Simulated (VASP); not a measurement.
# Mg3H3O4 (a cell with a defect) in VASP: notebook, part 2 of 2

VASP 6.6.1. The steps go on from the part before.

**4. Single point, LDA**

Contents of INCAR:

```
SYSTEM = Mg3H3O4
  PREC = Accurate
  ENCUT = 520
  EDIFF = 1E-6
  ISMEAR = 0
  SIGMA = 0.05
  LREAL = .FALSE.
  LASPH = .TRUE.
  NELM = 120
  ALGO = Normal
  ISIF = 2
  LWAVE = .FALSE.
  LCHARG = .FALSE.
  GGA = CA
  NBANDS = 49
  NELECT = 64.0
  GGA_COMPAT = .FALSE.
```

Contents of KPOINTS:

```
Automatic mesh
0
G
  6 6 4
  0 0 0
```

Contents of POSCAR:

```
Mg3H3O4
1.0
    4.5975141488     -2.6543760314      0.0000000000
    0.0000000000      5.3087520628      0.0000000000
    0.0000000000      0.0000000000      7.2844478007
Mg H O
6 6 8
Direct
    0.3313312795      0.3333333333      0.8321433406
    0.0171969902      0.6990585932      0.8321433406
    0.6514717303      0.9676080734      0.8321433406
    0.0171969902      0.3333333333      0.1578707428
    0.6666666667      0.6838636569      0.1842093852
    0.3161363431      0.9828030098      0.1842093852
   -0.0172565022      0.3333333333      0.4702494041
    0.6666666667      0.6494101645      0.5620631923
    0.3505898355      1.0172565022      0.5620631923
    0.3520954005      0.3333333333      0.4485309979
   -0.0172565022      0.6509157294      0.4485309979
    0.6651611017      1.0157509373      0.4485309979
    0.6666666667      0.6539157427      0.6953552171
    0.3460842573      1.0127509240      0.6953552171
    0.3244462944      0.3333333333      0.3169781130
   -0.0127509240      0.6322777799      0.3169781130
    0.6883046295      1.0343888868      0.3169781130
    0.8235914494      0.3333333333     -0.1503650768
    0.3303242933      0.6636576267      0.0007888567
    0.0000000000      0.0030090400      0.0007888567
```

Potentials or basis: VASP PAW LDA potentials, release 64 (Mg, H, O).

Command:

```bash
cat potpaw_LDA.64/Mg/POTCAR potpaw_LDA.64/H/POTCAR potpaw_LDA.64/O/POTCAR > POTCAR
mpirun -np 1 vasp_std > vasp.out
```

OUTCAR:

```text
SYSTEM = Mg3H3O4
   PREC = Accurate
   ENCUT = 520
   EDIFF = 1E-6
   ISMEAR = 0
   LREAL = .FALSE.
   LASPH = .TRUE.
   NELM = 120
   ISIF = 2
   GGA = CA
   NELECT = 64.0

 ion  position               nearest neighbor table
   1  0.331  0.333  0.832-  14 2.01  13 2.01  20 2.14  19 2.14  18 2.62  18 2.70   4 2.90   2 2.92
                             3 2.92   2 3.13   3 3.13   6 3.15   5 3.15   3 3.16   2 3.16
   2  0.017  0.699  0.832-  18 1.69  14 1.98  13 2.02  20 2.07  19 2.15   1 2.92   3 2.93   3 2.93
                             6 3.00   4 3.07   1 3.13   5 3.15   1 3.16   3 3.36
   3  0.651  0.968  0.832-  18 1.69  13 1.98  14 2.02  19 2.07  20 2.15   1 2.92   2 2.93   2 2.93
                             5 3.00   4 3.07   1 3.13   6 3.15   1 3.16   2 3.36
   4  0.017  0.333  0.158-  15 2.00  17 2.03  16 2.03  20 2.06  19 2.06  18 2.47   1 2.90   6 3.00
                             5 3.00   6 3.00   5 3.00   2 3.07   3 3.07   5 3.23   6 3.23
   5  0.667  0.684  0.184-  17 2.05  15 2.08  16 2.09  20 2.19  19 2.19   6 2.99   6 2.99   4 3.00
                             4 3.00   3 3.00   2 3.15   1 3.15   6 3.22   4 3.23
   6  0.316  0.983  0.184-  16 2.05  15 2.08  17 2.09  19 2.19  20 2.19   5 2.99   5 2.99   4 3.00
                             4 3.00   2 3.00   1 3.15   3 3.15   5 3.22   4 3.23
   7  0.983  0.333  0.470-
   8  0.667  0.649  0.562-  13 0.97
   9  0.351  0.017  0.562-  14 0.97
  10  0.352  0.333  0.449-  15 0.97
  11  0.983  0.651  0.449-  16 0.96
  12  0.665  0.016  0.449-  17 0.96
  13  0.667  0.654  0.695-   8 0.97   3 1.98   1 2.01   2 2.02
  14  0.346  0.013  0.695-   9 0.97   2 1.98   1 2.01   3 2.02
  15  0.324  0.333  0.317-  10 0.97   4 2.00   6 2.08   5 2.08
  16  0.987  0.632  0.317-  11 0.96   4 2.03   6 2.05   5 2.09
  17  0.688  0.034  0.317-  12 0.96   4 2.03   5 2.05   6 2.09
  18  0.824  0.333  0.850-   3 1.69   2 1.69   4 2.47   1 2.62   1 2.70
  19  0.330  0.664  0.001-   4 2.06   3 2.07   1 2.14   2 2.15   6 2.19   5 2.19
  20  0.000  0.003  0.001-   4 2.06   2 2.07   1 2.14   3 2.15   5 2.19   6 2.19

  LATTYP: Found a hexagonal cell.
 ALAT       =     5.3087520628
 C/A-ratio  =     1.3721582237

  Lattice vectors:

 A1 = (   4.5975141488,  -2.6543760314,   0.0000000000)
 A2 = (   0.0000000000,   5.3087520628,   0.0000000000)
 A3 = (   0.0000000000,   0.0000000000,   7.2844478007)

Analysis of symmetry for initial positions (statically):
=====================================================================
[... 195 lines left out ...]
  energy-cutoff  :      520.00
  volume of cell :      177.79
 maximum number of plane-waves:      4808
   NGX = 19   NGY = 19   NGZ = 27

 number of electron      63.9999989 magnetization

 Free energy of the ion-electron system (eV)
  ---------------------------------------------------
  ext. energy  EPLUGINS =         0.00000000
  ---------------------------------------------------
  free energy    TOTEN  =      -116.69866645 eV

  energy without entropy =     -116.69689661  energy(sigma->0) =     -116.69778153

 E-fermi :   1.8954     XC(G=0): -10.1778

 val. band max:        1.8759143473   @ k =  -0.0000   0.1667   0.0000
 cond. band min:       1.9013552700   @ k =  -0.0000   0.1667   0.0000
 fundamental gap:      0.0254409227
 Fermi energy:         1.8954277771

 k-point     1 :       0.0000    0.0000    0.0000
  band No.  band energies     occupation
      1     -17.7836      2.00000
      2     -17.1685      2.00000
      3     -16.9857      2.00000
      4     -16.5834      2.00000
      5     -16.2091      2.00000
      6     -14.8309      2.00000
[... 1117 lines left out ...]
     43      10.9637      0.00000
     44      11.2876      0.00000

 [... further k-points ...]

 [bands above 44 left out]

------------------------ aborting loop because EDIFF is reached ----------------------------------------

  FORCE on cell =-STRESS in cart. coord.  units (eV):
  Direction    XX          YY          ZZ          XY          YZ          ZX
  --------------------------------------------------------------------------------------
  -------------------------------------------------------------------------------------
  Total      -11.1193349     -2.2226564    -17.5425507      7.7047496     -1.2169053      2.1077418
  in kB     -100.2021964    -20.0295297   -158.0851846     69.4315661    -10.9661761     18.9939736
  external PRESSURE =     -92.7723036 kB  Pullay stress =       0.0000000 kB

 VOLUME and BASIS-vectors are now :
 -----------------------------------------------------------------------------
  energy-cutoff  :      520.00
  volume of cell :      177.79
      direct lattice vectors                 reciprocal lattice vectors
     4.597514149 -2.654376031  0.000000000     0.217508847  0.000000000  0.000000000
     0.000000000  5.308752063  0.000000000     0.108754423  0.188368187  0.000000000
     0.000000000  0.000000000  7.284447801     0.000000000  0.000000000  0.137278765

 POSITION                                       TOTAL-FORCE (eV/Angst)
 -----------------------------------------------------------------------------------
      1.52330      0.89011      6.06170        -0.194665      0.112390     -0.215437
      0.07906      3.66548      6.06170         2.254806      3.473710     -0.466948
      2.99515      3.40754      6.06170        -1.880918     -3.689575     -0.466948
      0.07906      1.72394      1.15000         0.151412     -0.087418     -0.688217
      3.06501      1.86088      1.34186         0.022623      0.780531      0.117346
      1.45344      4.37831      1.34186        -0.664649     -0.409858      0.117346
[... 12 lines left out ...]
      1.51867      2.64639      0.00575         1.302898     -0.031319      0.929035
      0.00000      0.01597      0.00575         0.678572     -1.112683      0.929035
 -----------------------------------------------------------------------------------
    total drift:                                0.000592     -0.000279      0.003173

  FREE ENERGIE OF THE ION-ELECTRON SYSTEM (eV)
  ---------------------------------------------------
  free  energy   TOTEN  =      -116.6986664496 eV

  energy  without entropy=     -116.6968966139  energy(sigma->0) =     -116.69778153
```

stdout:

```text
POSCAR found type information on POSCAR MgH O
 POSCAR found :  3 types and      20 ions
 scaLAPACK will be used
 -----------------------------------------------------------------------------
|                                                                             |
|                                                                             |
|     You have a (more or less) 'large supercell' and for larger cells it     |
|     might be more efficient to use real-space projection operators.         |
|     Therefore, try LREAL= Auto in the INCAR file.                           |
|     Mind: For very accurate calculation, you might also keep the            |
|     reciprocal projection scheme (i.e. LREAL=.FALSE.).                      |
|                                                                             |
 -----------------------------------------------------------------------------

 LDA part: xc-table for (Slater(with rela. corr.)+CA(PZ))
 , standard interpolation
 POSCAR, INCAR and KPOINTS ok, starting setup
 FFT: planning ... GRIDC
 FFT: planning ... GRID_SOFT
 FFT: planning ... GRID
 WAVECAR not read
 entering main loop
 the old and the new charge density differ
 old charge density:    66.00000 new   64.00000
    0.221E+01
```

Run time: 11 min. Hardware: 1 thread of Oxide Virtual Turin-like, shared host; peak memory 0.4 GiB.

What came out:

| Property | Result |
| --- | --- |
| Free energy | -116.6987 eV |
| Largest force | 4.168 eV/Å |

Forces in eV/Å, atoms in the order of the input:
```
Mg  -0.195  0.112 -0.215
Mg   2.255  3.474 -0.467
Mg  -1.881 -3.690 -0.467
Mg   0.151 -0.087 -0.688
Mg   0.023  0.781  0.117
Mg  -0.665 -0.410  0.117
H   -0.191  0.110 -1.318
H   -0.021  0.049 -0.259
H   -0.053 -0.007 -0.259
H    0.235 -0.136  0.618
H   -0.061  0.452  1.093
H   -0.422 -0.173  1.093
O   -0.458  0.914 -0.293
O   -1.020 -0.060 -0.293
O    0.316 -0.182 -0.823
O    0.029  0.022 -0.949
O   -0.004 -0.036 -0.949
O   -0.020  0.011  2.084
O    1.303 -0.031  0.929
O    0.679 -1.113  0.929
```

Caveat: the cell carries a net charge on a neutralising background, which shifts energy and pressure; the cell is charged against a uniform background, so pressure and absolute levels hang on convention.
